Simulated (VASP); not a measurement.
## HfN: single point with PBE

Crystal: HfN.

```
Hf N
1.0
     0.00000    2.27381    2.27381
     2.27381    0.00000    2.27381
     2.27381    2.27381    0.00000
Hf N
1 1
Direct
  0.00000 0.00067 0.00000
  0.50000 0.49147 0.50000
```

This cell differs from its parent crystal: mode 4 frozen in at -0.019 Å and mode 6 at -0.019 Å (largest displacements).

```
Program             : VASP 6.6.1
Task                : single point
Functional          : PBE
Potentials or basis : VASP PAW PBE potentials, release 64 (Hf_pv, N)
Cutoff              : 520 eV
k mesh              : 16 × 16 × 16
Occupations         : gaussian, width 0.15 eV
Spin                : no spin polarisation
```

```
Pressure      : -2.2 GPa
Largest force : 0.323 eV/Å
```

Forces on the atoms (eV/Å):
```
Hf  -0.228  0.000 -0.228
N    0.228  0.000  0.228
```

Stress tensor (GPa, compression positive):
```
-2.14  0.00 -0.01
 0.00 -2.30  0.00
-0.01  0.00 -2.14
```

Levels at points of the mesh, in eV from the Fermi level:
```
           k point  band 5  band 6  band 7  band 8  band 9  band 10  band 11  band 12
(0.00, 0.00, 0.00)   -3.03   -3.02   -3.02   -0.34   -0.32    -0.32     1.60     1.92
(0.50, 0.00, 0.00)   -8.78   -6.09   -6.09    3.18    3.59     3.60     4.32     8.58
(0.00, 0.50, 0.00)   -8.78   -6.09   -6.09    3.18    3.60     3.60     4.33     8.59
(0.50, 0.50, 0.00)   -5.42   -3.86   -3.69   -3.55    3.99     5.35     5.37     5.37
(0.50, 0.00, 0.50)   -5.42   -3.92   -3.69   -3.49    3.99     5.35     5.37     5.37
```

It took 46 s on 1 thread of Intel(R) Xeon(R) 6975P-C (Granite Rapids), with other jobs on the host, peak memory 0.31 GiB.

Caveat: the cell differs from its parent crystal (mode 4 frozen in at -0.019 Å and mode 6 at -0.019 Å (largest displacements)); spin-orbit coupling is left out, which moves the levels of the heavy elements.
